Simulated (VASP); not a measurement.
A run of VASP 6.6.1:

The input INCAR:

```
PREC = Accurate
ENCUT = 600
EDIFF = 1E-6
ISMEAR = 0
SIGMA = 0.02
LREAL = F
LASPH = T
NELM = 120
ALGO = Normal
ISIF = 2
LWAVE = F
LCHARG = F
GGA = PE
IVDW = 12
NBANDS = 11
GGA_COMPAT = F
```

KPOINTS

```
regular mesh
0
Gamma
  10 10 10
```

File POSCAR:

```
MgO
1.0
    0.0000000000      2.0263645925      2.0263645925
    2.0263645925      0.0000000000      2.0263645925
    2.0263645925      2.0263645925      0.0000000000
Mg O
1 1
Direct
    0.0000000000      0.0000000000      0.0000000000
    0.5000000000      0.5000000000      0.5000000000
```

Potentials or basis: VASP PAW PBE potentials, release 64 (Mg, O).

The run is started by

```console
$ cat potpaw_PBE.64/Mg/POTCAR potpaw_PBE.64/O/POTCAR > POTCAR
$ mpirun -np 1 vasp_std > vasp.out
```

Hardware: 1 thread of AMD EPYC 7R43 64-Core Processor (Zen 3), on a shared host.

Question: Estimate the wall time of this run.

Answer: Run time: 16 s on 1 thread of AMD EPYC 7R43 64-Core Processor (Zen 3) (shared host), peak memory 0.13 GiB. Counts: scf iterations 11, k points 47.
